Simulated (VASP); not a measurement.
# SbSe2 (P4/mmm) in VASP: a series of runs

Runs on SbSe2. Level: PBE. Tasks: single point, relaxation of cell and atoms.

Everything below comes from runs of VASP 6.6.1. Logs are shortened: lines on timing, memory, paths and dates and some standing lists are left out, and cuts for length are marked.

**1. The cell of the first run**

It takes space group P4/mmm (No. 123, tetragonal). The conventional cell has a = 3.365 Å, b = 3.365 Å, c = 6.975 Å, α = 90.00°, β = 90.00°, γ = 90.00°. Within 4.1 Å of Sb (site symmetry 4/mmm) lie 8 Se at 3.10 Å and 4 Sb at 3.36 Å. Within 4.0 Å of Se (site symmetry 4mm) lie 6 Se at 3.01 to 3.97 Å and 4 Sb at 3.10 Å.

**2. Single point, PBE**

Input file INCAR:

```
SYSTEM = SbSe2
ALGO = Normal ; EDIFF = 1E-7
ENCUT = 520 ; GGA = PE
ISIF = 2 ; ISMEAR = 0
LASPH = .TRUE. ; LCHARG = .FALSE.
LREAL = .FALSE. ; LWAVE = .FALSE.
NBANDS = 16 ; NELM = 60
PREC = Accurate ; SIGMA = 0.1
```

Input file KPOINTS:

```
k-points
0
G
  6 6 4
  0 0 0
```

Input file POSCAR:

```
SbSe2
1.0
    3.3647960200      0.0000000000      0.0000000000
    0.0000000000      3.3647960200      0.0000000000
    0.0000000000      0.0000000000      6.9753548400
Sb Se
1 2
Direct
    0.0000000000      0.0000000000      0.0000000000
    0.5000000000      0.5000000000      0.2843227100
    0.5000000000      0.5000000000      0.7156772900
```

Potentials or basis: VASP PAW PBE potentials, release 64 (Sb, Se).

The run is started by

```
cat potpaw_PBE.64/Sb/POTCAR potpaw_PBE.64/Se/POTCAR > POTCAR
mpirun -np 1 vasp_std > vasp.out
```

OUTCAR:

```text
SYSTEM = SbSe2
   EDIFF = 1E-7
   ENCUT = 520
   GGA = PE
   ISIF = 2
   ISMEAR = 0
   LASPH = .TRUE.
   LREAL = .FALSE.
   NELM = 60
   PREC = Accurate

 ion  position               nearest neighbor table
   1  0.000  0.000  0.000-   2 3.10   3 3.10   2 3.10   3 3.10   2 3.10   3 3.10   2 3.10   3 3.10

   2  0.500  0.500  0.284-   1 3.10   1 3.10   1 3.10   1 3.10
   3  0.500  0.500  0.716-   1 3.10   1 3.10   1 3.10   1 3.10

  LATTYP: Found a simple tetragonal cell.
 ALAT       =     3.3647960200
 C/A-ratio  =     2.0730394349

  Lattice vectors:

 A1 = (   3.3647960200,   0.0000000000,   0.0000000000)
 A2 = (   0.0000000000,   3.3647960200,   0.0000000000)
 A3 = (   0.0000000000,   0.0000000000,   6.9753548400)

Analysis of symmetry for initial positions (statically):
=====================================================================
 Subroutine PRICEL returns:
 Original cell was already a primitive cell.

 Routine SETGRP: Setting up the symmetry group for a
 simple tetragonal supercell.

 Subroutine GETGRP returns: Found 16 space group operations
 (whereof 16 operations were pure point group operations)
 out of a pool of 16 trial point group operations.

The static configuration has the point symmetry D_4h.

Analysis of symmetry for dynamics (positions and initial velocities):
=====================================================================
 Subroutine PRICEL returns:
 Original cell was already a primitive cell.

 Routine SETGRP: Setting up the symmetry group for a
 simple tetragonal supercell.

 Subroutine GETGRP returns: Found 16 space group operations
 (whereof 16 operations were pure point group operations)
 out of a pool of 16 trial point group operations.

The dynamic configuration has the point symmetry D_4h.

 Subroutine INISYM returns: Found 16 space group operations
 (whereof 16 operations are pure point group operations),
 and found     1 'primitive' translations

----------------------------------------------------------------------------------------

                                     Primitive cell

  volume of cell :      78.9739

  direct lattice vectors                    reciprocal lattice vectors
     3.364796020  0.000000000  0.000000000     0.297194836  0.000000000  0.000000000
     0.000000000  3.364796020  0.000000000     0.000000000  0.297194836  0.000000000
     0.000000000  0.000000000  6.975354840     0.000000000  0.000000000  0.143361882

  length of vectors
     3.364796020  3.364796020  6.975354840     0.297194836  0.297194836  0.143361882

  position of ions in fractional coordinates (direct lattice)
     0.000000000  0.000000000  0.000000000
     0.500000000  0.500000000  0.284322710
     0.500000000  0.500000000  0.715677290

  ion indices of the primitive-cell ions
   primitive index   ion index
                 1           1
                 2           2
                 3           3

----------------------------------------------------------------------------------------

 KPOINTS: k-points

Automatic generation of k-mesh.
 Grid dimensions read from file:
 generate k-points for:    6    6    4

 Generating k-lattice:

  Cartesian coordinates                     Fractional coordinates (reciprocal lattice)
     0.049532473  0.000000000  0.000000000     0.166666667  0.000000000  0.000000000
     0.000000000  0.049532473  0.000000000     0.000000000  0.166666667  0.000000000
     0.000000000  0.000000000  0.035840471     0.000000000  0.000000000  0.250000000

  Length of vectors
     0.049532473  0.049532473  0.035840471

  Shift w.r.t. Gamma in fractional coordinates (k-lattice)
     0.000000000  0.000000000  0.000000000

 Subroutine IBZKPT returns following result:
 ===========================================

 Found     30 irreducible k-points:

 Following reciprocal coordinates:
            Coordinates               Weight
  0.000000  0.000000  0.000000      1.000000
  0.166667  0.000000  0.000000      4.000000
  0.333333  0.000000  0.000000      4.000000
  0.500000  0.000000  0.000000      2.000000
  0.166667  0.166667  0.000000      4.000000
  0.333333  0.166667  0.000000      8.000000
[... 16 lines left out ...]
  0.333333  0.000000  0.500000      4.000000
  0.500000  0.000000  0.500000      2.000000
 [... further k-points ...]
   k-points           NKPTS =     30   k-points in BZ     NKDIM =     30   number of bands    NBANDS=     16
   number of dos      NEDOS =    301   number of ions     NIONS =      3
   total plane-waves  NPLWV =  42336
   dimension x,y,z NGX =    28 NGY =   28 NGZ =   54
   dimension x,y,z NGXF=    56 NGYF=   56 NGZF=  108
   ions per type =               1   2
   NGX,Y,Z   is equivalent  to a cutoff of  13.83, 13.83, 12.87 a.u.
   NGXF,Y,Z  is equivalent  to a cutoff of  27.67, 27.67, 25.74 a.u.
 SYSTEM =  SbSe2
   PREC   = accura    normal or accurate (medium, high low for compatibility)
   ISTART =      0    job   : 0-new  1-cont  2-samecut
   ICHARG =      2    charge: 1-file 2-atom 10-const
   ISPIN  =      1    spin polarized calculation?
   LNONCOLLINEAR =      F non collinear calculations
   LSORBIT =      F    spin-orbit coupling
   LASPH  =      T    aspherical Exc in radial PAW
   ENCUT  =  520.0 eV  38.22 Ry    6.18 a.u.   6.26  6.26 12.97*2*pi/ulx,y,z
   NELM   =     60;   NELMIN=  2; NELMDL= -5     # of ELM steps
   EDIFF  = 0.1E-06   stopping-criterion for ELM
   LREAL  =      F    real-space projection
   EDIFFG = 0.1E-05   stopping-criterion for IOM
   NSW    =      0    number of steps for IOM
   IBRION =     -1    ionic relax: 0-MD 1-quasi-New 2-CG
   NFREE  =      0    steps in history (QN), initial steepest desc. (CG)
   ISIF   =      2    stress and relaxation
   ISYM   =      2    0-nonsym 1-usesym 2-fastsym
   POTIM  = 0.5000    time-step for ionic-motion
   TEBEG  =    0.0;   TEEND  =   0.0 temperature during run
   PSTRESS=    0.0 pullay stress
   NELECT =      17.0000    total number of electrons
   NUPDOWN=      -1.0000    fix difference up-down
   EMIN   =  10.00;   EMAX   =-10.00  energy-range for DOS
   EFERMI =   0.00;   METHOD = LEGACY
   ISMEAR =     0;   SIGMA  =   0.10  broadening in eV -4-tet -1-fermi 0-gaus
   EFERMI_NEDOS =   21; number of points for ismear=-14 and -15
   IALGO  =     38    algorithm
   IMIX   =      4    mixing-type and parameters
     AMIX     =   0.40;   BMIX     =  1.00
     AMIX_MAG =   1.60;   BMIX_MAG =  1.00
  volume/ion in A,a.u.               =      26.32       177.65
  Fermi-wavevector in a.u.,A,eV,Ry     =   0.981138  1.854081 13.097387  0.962631
  Thomas-Fermi vector in A             =   2.112121
   LORBIT       =      0    0 simple, 1 ext, 2 COOP (PROOUT), +10 PAW based schemes
   GGA     = PE    functional components
   LHFCALC =     F    Hartree Fock is set to
   AEXX    =    0.0000 exact exchange contribution
   IVDW    =     0    specifies the selected vdW correction
   LEPSILON=     F    determine dielectric tensor
   LRPA    =     F    only Hartree local field effects (RPA)
 non-spin polarized calculation
 Gauss-broadening in eV      SIGMA  =   0.10
  energy-cutoff  :      520.00
  volume of cell :       78.97
 maximum number of plane-waves:      2162
 NGX is ok and might be reduce to    28
   NGX = 13   NGY = 13   NGZ = 25

 number of electron      16.9999999 magnetization

 Free energy of the ion-electron system (eV)
  ---------------------------------------------------
  ext. energy  EPLUGINS =         0.00000000
  ---------------------------------------------------
  free energy    TOTEN  =       -10.24155202 eV

  energy without entropy =      -10.22890511  energy(sigma->0) =      -10.23522856

 E-fermi :   4.8225     XC(G=0):  -9.5203

 val. band max:        4.7829326275   @ k =   0.1667   0.0000   0.5000
 cond. band min:       4.8434980661   @ k =   0.1667   0.0000   0.2500
 fundamental gap:      0.0605654387
 Fermi energy:         4.8225043998

 k-point     1 :       0.0000    0.0000    0.0000
  band No.  band energies     occupation
      1      -9.6036      2.00000
      2      -8.1909      2.00000
      3      -5.0407      2.00000
      4       2.6078      2.00000
      5       2.6796      2.00000
      6       3.7619      2.00000
[... 8 lines left out ...]
     15      12.3516      0.00000
     16      12.5969      0.00000

 k-point     2 :       0.1667    0.0000    0.0000
  band No.  band energies     occupation
      1      -9.3392      2.00000
      2      -7.9926      2.00000
      3      -4.9167      2.00000
      4       1.3089      2.00000
      5       2.2515      2.00000
      6       3.7364      2.00000
[... 8 lines left out ...]
     15      13.0954      0.00000
     16      13.3992      0.00000

 k-point     3 :       0.3333    0.0000    0.0000
  band No.  band energies     occupation
      1      -8.6667      2.00000
      2      -7.5300      2.00000
      3      -4.8239      2.00000
      4      -0.3842      2.00000
      5       0.6673      2.00000
      6       2.8519      2.00000
[... 8 lines left out ...]
     15      12.8742      0.00000
     16      14.3404      0.00000

 k-point     4 :       0.5000    0.0000    0.0000
  band No.  band energies     occupation
      1      -8.1914      2.00000
      2      -7.2513      2.00000
      3      -5.0075      2.00000
      4      -0.7841      2.00000
      5      -0.1454      2.00000
      6       1.9202      2.00000
[... 8 lines left out ...]
     15      13.0891      0.00000
     16      13.6947      0.00000
[... 324 lines left out ...]
 k-point    22 :       0.1667    0.0000    0.5000
  band No.  band energies     occupation
      1      -8.9750      2.00000
      2      -8.6222      2.00000
      3      -4.2772      2.00000
      4       0.5050      2.00000
      5       2.2130      2.00000
      6       2.7757      2.00000
[... 8 lines left out ...]
     15      12.4479      0.00000
     16      13.2518      0.00000

 k-point    23 :       0.3333    0.0000    0.5000
  band No.  band energies     occupation
      1      -8.2230      2.00000
      2      -8.1749      2.00000
      3      -4.5230      2.00000
      4       0.1913      2.00000
      5       0.6200      2.00000
      6       1.5940      2.00000
[... 8 lines left out ...]
     15      14.0297      0.00000
     16      14.6942      0.00000

 k-point    24 :       0.5000    0.0000    0.5000
  band No.  band energies     occupation
      1      -7.9075      2.00000
      2      -7.6412      2.00000
      3      -4.9846      2.00000
      4      -0.5438      2.00000
      5       0.3926      2.00000
      6       1.8955      2.00000
[... 8 lines left out ...]
     15      12.6305      0.00000
     16      13.3325      0.00000

 [... further k-points ...]

------------------------ aborting loop because EDIFF is reached ----------------------------------------

  FORCE on cell =-STRESS in cart. coord.  units (eV):
  Direction    XX          YY          ZZ          XY          YZ          ZX
  --------------------------------------------------------------------------------------
  -------------------------------------------------------------------------------------
  Total       -0.2198332     -0.2198332     -2.1636224      0.0000000     -0.0000000     -0.0000000
  in kB       -4.4598477     -4.4598477    -43.8943143      0.0000000     -0.0000000     -0.0000000
  external PRESSURE =     -17.6046699 kB  Pullay stress =       0.0000000 kB

 VOLUME and BASIS-vectors are now :
 -----------------------------------------------------------------------------
  energy-cutoff  :      520.00
  volume of cell :       78.97
      direct lattice vectors                 reciprocal lattice vectors
     3.364796020  0.000000000  0.000000000     0.297194836  0.000000000  0.000000000
     0.000000000  3.364796020  0.000000000     0.000000000  0.297194836  0.000000000
     0.000000000  0.000000000  6.975354840     0.000000000  0.000000000  0.143361882

 POSITION                                       TOTAL-FORCE (eV/Angst)
 -----------------------------------------------------------------------------------
      0.00000      0.00000      0.00000         0.000000      0.000000      0.000000
      1.68240      1.68240      1.98325        -0.000000     -0.000000     -0.598776
      1.68240      1.68240      4.99210         0.000000     -0.000000      0.598776
 -----------------------------------------------------------------------------------
    total drift:                                0.000000      0.000000      0.000000

  FREE ENERGIE OF THE ION-ELECTRON SYSTEM (eV)
  ---------------------------------------------------
  free  energy   TOTEN  =       -10.2415520159 eV

  energy  without entropy=      -10.2289051074  energy(sigma->0) =      -10.23522856
```

It took 23 s on 1 thread of Intel Xeon Platinum 8375C at 2.90GHz (Ice Lake), shared host; peak memory 0.21 GiB.

What came out:

```
Free energy   : -10.2416 eV
Pressure      : -1.8 GPa
Largest force : 0.599 eV/Å
```

Forces on the atoms (eV/Å):
```
Sb   0.000  0.000  0.000
Se   0.000  0.000 -0.599
Se   0.000  0.000  0.599
```

Levels at points of the mesh, in eV from the Fermi level:
```
           k point  band 4  band 5  band 6  band 7  band 8  band 9  band 10  band 11  band 12  band 13
(0.00, 0.00, 0.00)   -2.21   -2.14   -1.06   -1.06    0.29    0.29     2.59     3.58     3.58     4.79
(0.50, 0.00, 0.00)   -5.61   -4.97   -2.90   -0.04    0.30    0.66     0.90     2.93     3.25     6.61
(0.50, 0.50, 0.00)   -5.19   -5.19   -3.17   -2.97   -2.97   -0.47    -0.47    -0.38     0.67     5.15
(0.00, 0.00, 0.50)   -4.52   -0.80   -0.80   -0.18   -0.18    0.46     1.48     4.02     4.02     5.16
(0.50, 0.00, 0.50)   -5.37   -4.43   -2.93   -1.93    0.45    0.72     1.62     2.78     3.25     7.54
(0.50, 0.50, 0.50)   -5.01   -5.01   -3.53   -3.53   -2.14   -1.06    -0.48     0.35     0.35     6.35
```

Caveat: spin-orbit coupling is left out, which moves the levels of the heavy elements.

**3. Single point, PBE**

This run uses another cell than the first one, of 27.26 Å³/atom, 1.036 times its volume.

Input file INCAR:

```
SYSTEM = SbSe2
PREC = Accurate ; ENCUT = 520
EDIFF = 1E-6 ; ISMEAR = 0
SIGMA = 0.1 ; LREAL = .FALSE.
LASPH = .TRUE. ; NELM = 100
ALGO = Normal ; ISIF = 2
LWAVE = .FALSE. ; LCHARG = .FALSE.
GGA = PE ; NBANDS = 16
```

Input file KPOINTS:

```
regular mesh
0
G
  6 6 4
  0 0 0
```

Input file POSCAR:

```
SbSe2
1.0
    3.8601260211      0.0000000000      0.0000000000
    0.0000000000      3.8601260211      0.0000000000
    0.0000000000      0.0000000000      5.4882903063
Sb Se
1 2
Direct
    0.0000000000      0.0000000000      0.0000000000
    0.5000000000      0.5000000000      0.2557301438
    0.5000000000      0.5000000000      0.7442698562
```

Potentials or basis: VASP PAW PBE potentials, release 64 (Sb, Se).

The run is started by

```
cat potpaw_PBE.64/Sb/POTCAR potpaw_PBE.64/Se/POTCAR > POTCAR
mpirun -np 1 vasp_std > vasp.out
```

Run time: 29 s. Hardware: 1 thread of Intel Xeon Platinum 8375C at 2.90GHz (Ice Lake), shared host; peak memory 0.2 GiB.

Results (log left out):

| Item | Value |
| --- | --- |
| Free energy | -10.9313 eV |
| Pressure | 0.1 GPa |
| Largest force | 0.014 eV/Å |

Forces on the atoms (eV/Å):
```
Sb   0.000  0.000  0.000
Se   0.000  0.000 -0.014
Se   0.000  0.000  0.014
```

Stress tensor (GPa, compression positive):
```
 0.18  0.00  0.00
 0.00  0.18  0.00
 0.00  0.00 -0.14
```

Levels at points of the mesh, in eV from the Fermi level:
```
           k point  band 7  band 8  band 9  band 10  band 11  band 12
(0.00, 0.00, 0.00)   -0.82   -0.82   -0.55     2.41     2.41     2.93
(0.50, 0.00, 0.00)   -2.45   -0.54   -0.43     0.07     2.95     3.05
(0.50, 0.50, 0.00)   -2.53   -2.53   -1.02     0.85     0.85     3.23
(0.00, 0.00, 0.50)   -1.95   -1.95   -1.91    -0.59     3.30     3.37
(0.50, 0.00, 0.50)   -1.93   -1.63   -1.05     0.13     0.31     2.07
(0.50, 0.50, 0.50)   -3.80   -2.13   -1.86    -1.52     2.90     2.90
```

Caveat: spin-orbit coupling is left out, which moves the levels of the heavy elements.

[end of part 1 of 3]
